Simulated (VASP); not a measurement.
# PbS (Fm-3m) in VASP: notebook, part 2 of 2

VASP 6.6.1. The steps go on from the part before.

## (3) Single point, LDA (26.67 Å³/atom)

This run uses another cell than the first one, of 26.67 Å³/atom.

INCAR reads:

```
SYSTEM = PbS
  ALGO = Normal
  EDIFF = 1E-6
  ENCUT = 500
  GGA_COMPAT = .False.
  ISIF = 2
  ISMEAR = 0
  LASPH = .True.
  LCHARG = .True.
  LELF = .True.
  LREAL = .False.
  LVHAR = .True.
  LWAVE = .False.
  NBANDS = 17
  NELM = 120
  PREC = Accurate
  SIGMA = 0.03
```

KPOINTS reads:

```
k-points
0
Gamma
  12 12 12
  0 0 0
```

POSCAR reads:

```
PbS
1.0
    0.0000000000      2.9876562020      2.9876562020
    2.9876562020      0.0000000000      2.9876562020
    2.9876562020      2.9876562020      0.0000000000
Pb S
1 1
Direct
    0.0000000000      0.0000000000      0.0000000000
    0.5000000000      0.5000000000      0.5000000000
```

Potentials or basis: VASP PAW LDA potentials, release 64 (Pb_d, S).

Started as:

```console
$ cat potpaw_LDA.64/Pb_d/POTCAR potpaw_LDA.64/S/POTCAR > POTCAR
$ mpirun -np 1 vasp_std > vasp.out
```

OUTCAR:

```text
SYSTEM = PbS
   EDIFF = 1E-6
   ENCUT = 500
   ISIF = 2
   ISMEAR = 0
   LASPH = .True.
   LREAL = .False.
   NELM = 120
   PREC = Accurate

 ion  position               nearest neighbor table
   1  0.000  0.000  0.000-   2 2.99   2 2.99   2 2.99   2 2.99   2 2.99   2 2.99
   2  0.500  0.500  0.500-   1 2.99   1 2.99   1 2.99   1 2.99   1 2.99   1 2.99

  LATTYP: Found a face centered cubic cell.
 ALAT       =     5.9753124040

  Lattice vectors:

 A1 = (   0.0000000000,   2.9876562020,   2.9876562020)
 A2 = (   2.9876562020,   0.0000000000,   2.9876562020)
 A3 = (   2.9876562020,   2.9876562020,   0.0000000000)

Analysis of symmetry for initial positions (statically):
=====================================================================
 Subroutine PRICEL returns:
 Original cell was already a primitive cell.

 Routine SETGRP: Setting up the symmetry group for a
 face centered cubic supercell.

 Subroutine GETGRP returns: Found 48 space group operations
 (whereof 48 operations were pure point group operations)
 out of a pool of 48 trial point group operations.

The static configuration has the point symmetry O_h .

Analysis of symmetry for dynamics (positions and initial velocities):
=====================================================================
 Subroutine PRICEL returns:
 Original cell was already a primitive cell.

 Routine SETGRP: Setting up the symmetry group for a
 face centered cubic supercell.

 Subroutine GETGRP returns: Found 48 space group operations
 (whereof 48 operations were pure point group operations)
 out of a pool of 48 trial point group operations.

The dynamic configuration has the point symmetry O_h .

 Subroutine INISYM returns: Found 48 space group operations
 (whereof 48 operations are pure point group operations),
 and found     1 'primitive' translations

[... 106 lines left out ...]
   NUPDOWN=      -1.0000    fix difference up-down
   EMIN   =  10.00;   EMAX   =-10.00  energy-range for DOS
   EFERMI =   0.00;   METHOD = LEGACY
   ISMEAR =     0;   SIGMA  =   0.03  broadening in eV -4-tet -1-fermi 0-gaus
   EFERMI_NEDOS =   21; number of points for ismear=-14 and -15
   IALGO  =     38    algorithm
   IMIX   =      4    mixing-type and parameters
     AMIX     =   0.40;   BMIX     =  1.00
     AMIX_MAG =   1.60;   BMIX_MAG =  1.00
  volume/ion in A,a.u.               =      26.67       179.97
  Fermi-wavevector in a.u.,A,eV,Ry     =   1.180531  2.230881 18.961819  1.393654
  Thomas-Fermi vector in A             =   2.316822
   LORBIT       =      0    0 simple, 1 ext, 2 COOP (PROOUT), +10 PAW based schemes
   GGA     = CA    functional components
   LHFCALC =     F    Hartree Fock is set to
   AEXX    =    0.0000 exact exchange contribution
   IVDW    =     0    specifies the selected vdW correction
   LEPSILON=     F    determine dielectric tensor
   LRPA    =     F    only Hartree local field effects (RPA)
 non-spin polarized calculation
 Gauss-broadening in eV      SIGMA  =   0.03
  energy-cutoff  :      500.00
  volume of cell :       53.34
 maximum number of plane-waves:      1369
   NGX = 15   NGY = 15   NGZ = 15

 number of electron      20.0000001 magnetization

 Free energy of the ion-electron system (eV)
  ---------------------------------------------------
  ext. energy  EPLUGINS =         0.00000000
  ---------------------------------------------------
  free energy    TOTEN  =        -9.95929096 eV

  energy without entropy =       -9.95929096  energy(sigma->0) =       -9.95929096

 E-fermi :   5.4116     XC(G=0):  -9.9285

 val. band max:        5.2858643829   @ k =   0.5000   0.0000   0.0000
 cond. band min:       5.5684981388   @ k =   0.5000   0.0000   0.0000
 fundamental gap:      0.2826337559
 Fermi energy:         5.4115818459

 k-point     1 :       0.0000    0.0000    0.0000
  band No.  band energies     occupation
      1     -11.4325      2.00000
      2     -11.4325      2.00000
      3     -11.4325      2.00000
      4     -11.4227      2.00000
      5     -11.4227      2.00000
      6      -8.0661      2.00000
[... 457 lines left out ...]
      4     -11.3985      2.00000
      5     -11.3891      2.00000
      6      -6.7087      2.00000
[... 9 lines left out ...]
     16      14.8256      0.00000
     17      16.6331      0.00000

 [... further k-points ...]
[... 5 lines left out ...]
  --------------------------------------------------------------------------------------
  -------------------------------------------------------------------------------------
  Total       -1.2216272     -1.2216272     -1.2216272      0.0000000      0.0000000     -0.0000000
  in kB      -36.6967355    -36.6967355    -36.6967355      0.0000000      0.0000000     -0.0000000
  external PRESSURE =     -36.6967355 kB  Pullay stress =       0.0000000 kB

 VOLUME and BASIS-vectors are now :
 -----------------------------------------------------------------------------
  energy-cutoff  :      500.00
  volume of cell :       53.34
      direct lattice vectors                 reciprocal lattice vectors
     0.000000000  2.987656202  2.987656202    -0.167355267  0.167355267  0.167355267
     2.987656202  0.000000000  2.987656202     0.167355267 -0.167355267  0.167355267
     2.987656202  2.987656202  0.000000000     0.167355267  0.167355267 -0.167355267

 POSITION                                       TOTAL-FORCE (eV/Angst)
 -----------------------------------------------------------------------------------
      0.00000      0.00000      0.00000         0.000000     -0.000000     -0.000000
      2.98766      2.98766      2.98766        -0.000000      0.000000      0.000000
 -----------------------------------------------------------------------------------
    total drift:                                0.000000     -0.000000     -0.000000

  FREE ENERGIE OF THE ION-ELECTRON SYSTEM (eV)
  ---------------------------------------------------
  free  energy   TOTEN  =        -9.9592909552 eV

  energy  without entropy=       -9.9592909552  energy(sigma->0) =       -9.95929096
```

OSZICAR:

```text
N       E                     dE             d eps       ncg     rms          rms(c)
DAV:   1     0.157790784350E+03    0.15779E+03   -0.94883E+03  2448   0.119E+03
DAV:   2     0.227320344536E+01   -0.15552E+03   -0.14989E+03  2562   0.313E+02
DAV:   3    -0.101064849982E+02   -0.12380E+02   -0.12278E+02  3189   0.922E+01
DAV:   4    -0.104207348996E+02   -0.31425E+00   -0.31390E+00  3128   0.162E+01
DAV:   5    -0.104315928401E+02   -0.10858E-01   -0.10857E-01  3536   0.294E+00    0.432E+00
DAV:   6    -0.997055593562E+01    0.46104E+00   -0.13857E+00  3864   0.776E+00    0.301E+00
DAV:   7    -0.996358329419E+01    0.69726E-02   -0.10662E-01  3009   0.162E+00    0.169E+00
DAV:   8    -0.995968442188E+01    0.38989E-02   -0.12486E-02  3017   0.106E+00    0.252E-01
DAV:   9    -0.995927001013E+01    0.41441E-03   -0.26518E-03  3714   0.383E-01    0.822E-02
DAV:  10    -0.995929662297E+01   -0.26613E-04   -0.15708E-04  2792   0.726E-02    0.621E-02
DAV:  11    -0.995929103812E+01    0.55848E-05   -0.21693E-05  3394   0.479E-02    0.840E-03
DAV:  12    -0.995929095523E+01    0.82891E-07   -0.71167E-07  1892   0.117E-02
   1 F= -.99592910E+01 E0= -.99592910E+01  d E =-.925658E-12
```

Run time: 30 s. Hardware: 1 thread of Intel Xeon Platinum 8259CL at 2.50GHz (Skylake/Cascade Lake), shared host; peak memory 0.19 GiB.

What came out:

* Free energy: -9.9593 eV
* Pressure: -3.7 GPa
* Band gap on the k mesh: 0.28 eV

Levels at points of the mesh, in eV from the valence-band top:
```tsv
k point	band 8	band 9	band 10	band 11	band 12	band 13
(0.00, 0.00, 0.00)	-2.03	-2.03	-2.03	5.03	5.03	5.03
(0.50, 0.00, 0.00)	-1.64	-1.64	0.00	0.28	1.90	1.90
(0.50, 0.50, 0.00)	-5.05	-3.30	-3.30	3.84	5.41	5.50
```

Caveat: the cell stands under tension; spin-orbit coupling is left out, which moves the levels of the heavy elements.

## (4) Single point, LDA (27.45 Å³/atom)

This run uses another cell than the first one, of 27.45 Å³/atom.

INCAR reads:

```
ALGO     = Normal         # electronic algorithm
EDIFF    = 1E-6           # SCF threshold, eV
ENCUT    = 500            # plane-wave cutoff, eV
GGA_COMPAT= F            
ISIF     = 2              # what is computed and relaxed
ISMEAR   = 0              # smearing method
LASPH    = T              # aspherical terms in the spheres
LCHARG   = T              # write CHGCAR
LELF     = T              # ELF
LREAL    = F              # projectors in reciprocal space
LVHAR    = T            
LWAVE    = F              # write WAVECAR
NBANDS   = 17             # bands
NELM     = 120            # most SCF steps
PREC     = Accurate       # precision mode
SIGMA    = 0.03           # smearing width, eV
```

KPOINTS reads:

```
k-points
0
Gamma
  12 12 12
```

POSCAR reads:

```
PbS
1.0
    0.0000000000      3.0166643870      3.0166643870
    3.0166643870      0.0000000000      3.0166643870
    3.0166643870      3.0166643870      0.0000000000
Pb S
1 1
Direct
    0.0000000000      0.0000000000      0.0000000000
    0.5000000000      0.5000000000      0.5000000000
```

Potentials or basis: VASP PAW LDA potentials, release 64 (Pb_d, S).

Started as:

```console
$ cat potpaw_LDA.64/Pb_d/POTCAR potpaw_LDA.64/S/POTCAR > POTCAR
$ mpirun -np 1 vasp_std > vasp.out
```

OUTCAR:

```text
EDIFF = 1E-6
   ENCUT = 500
   ISIF = 2
   ISMEAR = 0
   LASPH = T
   LREAL = F
   NELM = 120
   PREC = Accurate

 ion  position               nearest neighbor table
   1  0.000  0.000  0.000-   2 3.02   2 3.02   2 3.02   2 3.02   2 3.02   2 3.02
   2  0.500  0.500  0.500-   1 3.02   1 3.02   1 3.02   1 3.02   1 3.02   1 3.02

  LATTYP: Found a face centered cubic cell.
 ALAT       =     6.0333287740

  Lattice vectors:

 A1 = (   0.0000000000,   3.0166643870,   3.0166643870)
 A2 = (   3.0166643870,   0.0000000000,   3.0166643870)
 A3 = (   3.0166643870,   3.0166643870,   0.0000000000)

Analysis of symmetry for initial positions (statically):
=====================================================================
 Subroutine PRICEL returns:
 Original cell was already a primitive cell.

 Routine SETGRP: Setting up the symmetry group for a
 face centered cubic supercell.

 Subroutine GETGRP returns: Found 48 space group operations
 (whereof 48 operations were pure point group operations)
 out of a pool of 48 trial point group operations.

The static configuration has the point symmetry O_h .

Analysis of symmetry for dynamics (positions and initial velocities):
=====================================================================
 Subroutine PRICEL returns:
 Original cell was already a primitive cell.

 Routine SETGRP: Setting up the symmetry group for a
 face centered cubic supercell.

 Subroutine GETGRP returns: Found 48 space group operations
 (whereof 48 operations were pure point group operations)
 out of a pool of 48 trial point group operations.

The dynamic configuration has the point symmetry O_h .

 Subroutine INISYM returns: Found 48 space group operations
 (whereof 48 operations are pure point group operations),
 and found     1 'primitive' translations

----------------------------------------------------------------------------------------

                                     Primitive cell

  volume of cell :      54.9049

  direct lattice vectors                    reciprocal lattice vectors
     0.000000000  3.016664387  3.016664387    -0.165745982  0.165745982  0.165745982
     3.016664387  0.000000000  3.016664387     0.165745982 -0.165745982  0.165745982
     3.016664387  3.016664387  0.000000000     0.165745982  0.165745982 -0.165745982

  length of vectors
     4.266207689  4.266207689  4.266207689     0.287080461  0.287080461  0.287080461

  position of ions in fractional coordinates (direct lattice)
     0.000000000  0.000000000  0.000000000
     0.500000000  0.500000000  0.500000000

  ion indices of the primitive-cell ions
   primitive index   ion index
                 1           1
                 2           2

----------------------------------------------------------------------------------------

 KPOINTS: k-points

Automatic generation of k-mesh.
 Grid dimensions read from file:
 generate k-points for:   12   12   12

 Generating k-lattice:

  Cartesian coordinates                     Fractional coordinates (reciprocal lattice)
    -0.013812165  0.013812165  0.013812165     0.083333333  0.000000000  0.000000000
     0.013812165 -0.013812165  0.013812165     0.000000000  0.083333333  0.000000000
     0.013812165  0.013812165 -0.013812165     0.000000000  0.000000000  0.083333333

  Length of vectors
     0.023923372  0.023923372  0.023923372

  Shift w.r.t. Gamma in fractional coordinates (k-lattice)
     0.000000000  0.000000000  0.000000000

 Subroutine IBZKPT returns following result:
 ===========================================

 Found     72 irreducible k-points:

 Following reciprocal coordinates:
            Coordinates               Weight
  0.000000  0.000000  0.000000      1.000000
  0.083333  0.000000  0.000000      8.000000
  0.166667  0.000000  0.000000      8.000000
  0.250000  0.000000  0.000000      8.000000
  0.333333  0.000000  0.000000      8.000000
  0.416667  0.000000  0.000000      8.000000
[... 16 lines left out ...]
  0.500000  0.166667  0.000000     24.000000
 -0.416667  0.166667  0.000000     24.000000
 [... further k-points ...]
   k-points           NKPTS =     72   k-points in BZ     NKDIM =     72   number of bands    NBANDS=     17
   number of dos      NEDOS =    301   number of ions     NIONS =      2
   total plane-waves  NPLWV =  32768
   dimension x,y,z NGX =    32 NGY =   32 NGZ =   32
   dimension x,y,z NGXF=    64 NGYF=   64 NGZF=   64
   ions per type =               1   1
   NGX,Y,Z   is equivalent  to a cutoff of  12.47, 12.47, 12.47 a.u.
   NGXF,Y,Z  is equivalent  to a cutoff of  24.94, 24.94, 24.94 a.u.
 SYSTEM =  unknown system
   PREC   = accura    normal or accurate (medium, high low for compatibility)
   ISTART =      0    job   : 0-new  1-cont  2-samecut
   ICHARG =      2    charge: 1-file 2-atom 10-const
   ISPIN  =      1    spin polarized calculation?
   LNONCOLLINEAR =      F non collinear calculations
   LSORBIT =      F    spin-orbit coupling
   LASPH  =      T    aspherical Exc in radial PAW
   ENCUT  =  500.0 eV  36.75 Ry    6.06 a.u.   7.78  7.78  7.78*2*pi/ulx,y,z
   NELM   =    120;   NELMIN=  2; NELMDL= -5     # of ELM steps
   EDIFF  = 0.1E-05   stopping-criterion for ELM
   LREAL  =      F    real-space projection
   EDIFFG = 0.1E-04   stopping-criterion for IOM
   NSW    =      0    number of steps for IOM
   IBRION =     -1    ionic relax: 0-MD 1-quasi-New 2-CG
   NFREE  =      0    steps in history (QN), initial steepest desc. (CG)
   ISIF   =      2    stress and relaxation
   ISYM   =      2    0-nonsym 1-usesym 2-fastsym
   POTIM  = 0.5000    time-step for ionic-motion
   TEBEG  =    0.0;   TEEND  =   0.0 temperature during run
   PSTRESS=    0.0 pullay stress
   NELECT =      20.0000    total number of electrons
   NUPDOWN=      -1.0000    fix difference up-down
   EMIN   =  10.00;   EMAX   =-10.00  energy-range for DOS
   EFERMI =   0.00;   METHOD = LEGACY
   ISMEAR =     0;   SIGMA  =   0.03  broadening in eV -4-tet -1-fermi 0-gaus
   EFERMI_NEDOS =   21; number of points for ismear=-14 and -15
   IALGO  =     38    algorithm
   IMIX   =      4    mixing-type and parameters
     AMIX     =   0.40;   BMIX     =  1.00
     AMIX_MAG =   1.60;   BMIX_MAG =  1.00
  volume/ion in A,a.u.               =      27.45       185.26
  Fermi-wavevector in a.u.,A,eV,Ry     =   1.169179  2.209429 18.598900  1.366981
  Thomas-Fermi vector in A             =   2.305656
   LORBIT       =      0    0 simple, 1 ext, 2 COOP (PROOUT), +10 PAW based schemes
   GGA     = CA    functional components
   LHFCALC =     F    Hartree Fock is set to
   AEXX    =    0.0000 exact exchange contribution
   IVDW    =     0    specifies the selected vdW correction
   LEPSILON=     F    determine dielectric tensor
   LRPA    =     F    only Hartree local field effects (RPA)
 non-spin polarized calculation
 Gauss-broadening in eV      SIGMA  =   0.03
  energy-cutoff  :      500.00
  volume of cell :       54.90
 maximum number of plane-waves:      1411
   NGX = 15   NGY = 15   NGZ = 15

 number of electron      20.0000005 magnetization

 Free energy of the ion-electron system (eV)
  ---------------------------------------------------
  ext. energy  EPLUGINS =         0.00000000
  ---------------------------------------------------
  free energy    TOTEN  =        -9.91748878 eV

  energy without entropy =       -9.91748878  energy(sigma->0) =       -9.91748878

 E-fermi :   5.0616     XC(G=0):  -9.7980

 val. band max:        4.8899165383   @ k =   0.5000   0.0000   0.0000
 cond. band min:       5.2659744302   @ k =   0.5000   0.0000   0.0000
 fundamental gap:      0.3760578918
 Fermi energy:         5.0616424511

 k-point     1 :       0.0000    0.0000    0.0000
  band No.  band energies     occupation
      1     -11.7597      2.00000
      2     -11.7597      2.00000
      3     -11.7597      2.00000
      4     -11.7491      2.00000
      5     -11.7491      2.00000
      6      -8.1863      2.00000
[... 9 lines left out ...]
     16      11.7000      0.00000
     17      13.5084      0.00000

 k-point     2 :       0.0833    0.0000    0.0000
  band No.  band energies     occupation
      1     -11.7594      2.00000
      2     -11.7582      2.00000
      3     -11.7582      2.00000
      4     -11.7496      2.00000
      5     -11.7496      2.00000
      6      -8.1300      2.00000
[... 9 lines left out ...]
     16      11.8686      0.00000
     17      14.0941      0.00000
[... 421 lines left out ...]
 k-point    24 :      -0.4167    0.1667    0.0000
  band No.  band energies     occupation
      1     -11.7912      2.00000
      2     -11.7657      2.00000
      3     -11.7500      2.00000
      4     -11.7289      2.00000
      5     -11.7207      2.00000
      6      -6.9112      2.00000
[... 9 lines left out ...]
     16      14.4929      0.00000
     17      16.2218      0.00000

 [... further k-points ...]
[... 5 lines left out ...]
  --------------------------------------------------------------------------------------
  -------------------------------------------------------------------------------------
  Total       -1.7096364     -1.7096364     -1.7096364      0.0000000      0.0000000      0.0000000
  in kB      -49.8888347    -49.8888347    -49.8888347      0.0000000      0.0000000      0.0000000
  external PRESSURE =     -49.8888347 kB  Pullay stress =       0.0000000 kB

 VOLUME and BASIS-vectors are now :
 -----------------------------------------------------------------------------
  energy-cutoff  :      500.00
  volume of cell :       54.90
      direct lattice vectors                 reciprocal lattice vectors
     0.000000000  3.016664387  3.016664387    -0.165745982  0.165745982  0.165745982
     3.016664387  0.000000000  3.016664387     0.165745982 -0.165745982  0.165745982
     3.016664387  3.016664387  0.000000000     0.165745982  0.165745982 -0.165745982

 POSITION                                       TOTAL-FORCE (eV/Angst)
 -----------------------------------------------------------------------------------
      0.00000      0.00000      0.00000         0.000000      0.000000     -0.000000
      3.01666      3.01666      3.01666         0.000000      0.000000      0.000000
 -----------------------------------------------------------------------------------
    total drift:                                0.000000     -0.000000     -0.000000

  FREE ENERGIE OF THE ION-ELECTRON SYSTEM (eV)
  ---------------------------------------------------
  free  energy   TOTEN  =        -9.9174887845 eV

  energy  without entropy=       -9.9174887845  energy(sigma->0) =       -9.91748878
```

Run time: 31 s. Hardware: 1 thread of Intel Xeon Platinum 8259CL at 2.50GHz (Skylake/Cascade Lake), shared host; peak memory 0.19 GiB.

Results:

- Free energy: -9.9175 eV
- Pressure: -5.0 GPa
- Band gap on the k mesh: 0.38 eV

Caveat: the cell stands under tension; spin-orbit coupling is left out, which moves the levels of the heavy elements. A k mesh can miss the band edges.

## (5) Summary

```tsv
cell	gap on the mesh (eV)	pressure (GPa)
a = 4.183 Å, angles 60.0°, 2 atoms	0.18	-2.1
a = 4.225 Å, angles 60.0°, 2 atoms	0.28	-3.7
a = 4.266 Å, angles 60.0°, 2 atoms	0.38	-5.0
```

Alike in all rows: task single point; level LDA; potentials or basis VASP PAW LDA potentials, release 64 (Pb_d, S); no spin polarisation; k mesh 12 × 12 × 12; cutoff (eV) 500; smearing gaussian 0.03 eV.

Caveats: spin-orbit coupling is left out, which moves the levels of the heavy elements; the cell stands under tension (at least some runs).

Total energies depend on the potentials used, so only differences within one code and one set of settings carry meaning.
